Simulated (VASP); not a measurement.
A run of VASP 6.6.1:

Contents of INCAR:

```
SYSTEM = Te
PREC = Accurate
ENCUT = 600
EDIFF = 1E-6
ISMEAR = -1
SIGMA = 0.05
LREAL = .False.
LASPH = .True.
NELM = 100
ALGO = Normal
ISIF = 3
LWAVE = .False.
LCHARG = .False.
GGA = PS
IBRION = 2
NSW = 100
EDIFFG = -0.003
```

KPOINTS

```
Automatic mesh
0
Gamma
  9 9 6
  0 0 0
```

The input POSCAR:

```
Te
1.0
    4.4540000000      0.0000000000      0.0000000000
   -2.2270000000      3.8572771485      0.0000000000
    0.0000000000      0.0000000000      5.9240000000
Te
3
Direct
    0.2690000000      0.0000000000      0.3333333333
    0.0000000000      0.2690000000      0.6666666667
    0.7310000000      0.7310000000      0.0000000000
```

Potentials or basis: VASP PAW PBE potentials, release 64 (Te).

Command:

```console
$ cat potpaw_PBE.64/Te/POTCAR > POTCAR
$ mpirun -np 1 vasp_std > vasp.out
```

Hardware: 1 thread of Intel(R) Xeon(R) Platinum 8259CL CPU @ 2.50GHz (Skylake/Cascade Lake), on a shared host.

Q: Estimate the wall time of this run.

A: Wall time 8.5 min on 1 thread of Intel(R) Xeon(R) Platinum 8259CL CPU @ 2.50GHz (Skylake/Cascade Lake), on a shared host, peak memory 0.3 GiB. Counts: scf iterations 88, k points 62, ion steps 17.
